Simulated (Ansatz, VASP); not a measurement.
**Two plane-wave programs on CaZr2N2**

```
CELL_PARAMETERS angstrom
3.77217 0.00000 0.00000
0.00000 3.77217 0.00000
0.00000 0.00000 5.99259
ATOMIC_POSITIONS crystal
Ca 0.00000 0.00000 0.00000
Zr 0.50000 0.00000 0.50000
Zr 0.00000 0.50000 0.50000
N 0.50000 0.50000 0.26619
N 0.50000 0.50000 0.73381
```

Alike in both runs: functional PBE; k mesh 10 × 10 × 6; occupations gaussian, width 0.1 eV; no spin polarisation.

Ansatz relaxed the structure, and its values are those at the end. VASP's run is a single point on that final structure, the one shown.

|  | VASP | Ansatz |
| --- | --- | --- |
| version | VASP 6.6.1 | Ansatz 0.2.0 |
| potentials or method | VASP PAW PBE potentials, release 64 (Ca_sv, Zr_sv, N), cutoff 520 eV | scalar-relativistic, plane waves, PAW |
| valence electrons in the cell | 44 | 44 |

```csv
,VASP,Ansatz,Ansatz less VASP
gap on the k mesh at the Fermi level (eV),none,none,-
pressure (GPa),0.2,0.0,-0.16
rms of the force components (eV/Å),0.006,0.000,-0.0051
```

A gap of «none» marks a metal or a gap that the smearing closes.
